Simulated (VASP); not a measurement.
Here is a VASP 6.6.1 calculation.

File INCAR:

```
SYSTEM = Mg3ZnS4
ALGO = Normal
EDIFF = 1E-6
ENCUT = 520
GGA = PE
ISIF = 2
ISMEAR = 0
LASPH = .TRUE.
LCHARG = .FALSE.
LREAL = .FALSE.
LWAVE = .FALSE.
NBANDS = 31
NELM = 80
PREC = Accurate
SIGMA = 0.02
```

Contents of KPOINTS:

```
k-points
0
G
  6 6 8
  0 0 0
```

Contents of POSCAR:

```
Mg3ZnS4
1.0
    3.7090384530     -5.2652177910      0.0000000000
    3.7090384530      5.2652177910      0.0000000000
    0.0000000000      0.0000000000      3.7119572882
Mg Zn S
3 1 4
Direct
    0.0000000000      0.5000000000      0.5000000000
    0.5000000000      0.0000000000      0.5000000000
    0.5000000000      0.5000000000      0.0000000000
    0.0000000000      0.0000000000      0.0000000000
    0.7501139780      0.2498860220      0.0000000000
    0.7565796245      0.7565796245      0.5000000000
    0.2434203755      0.2434203755      0.5000000000
    0.2498860220      0.7501139780      0.0000000000
```

Potentials or basis: VASP PAW PBE potentials, release 64 (Mg, Zn, S).

Command:

```sh
$ cat potpaw_PBE.64/Mg/POTCAR potpaw_PBE.64/Zn/POTCAR potpaw_PBE.64/S/POTCAR > POTCAR
$ mpirun -np 1 vasp_std > vasp.out
```

Q: Predict the pressure.

A: -2.3 GPa.

Q: Predict the band gap on the k mesh.

A: 1.19 eV (least direct gap 1.38 eV).

Forces in eV/Å, atoms in the order of the input:
```
Mg   0.000  0.000  0.000
Mg   0.000  0.000  0.000
Mg   0.000  0.000  0.000
Zn   0.000  0.000  0.000
S    0.000  0.021  0.000
S   -0.016  0.000  0.000
S    0.016  0.000  0.000
S    0.000 -0.021  0.000
```

A k mesh can miss the band edges.
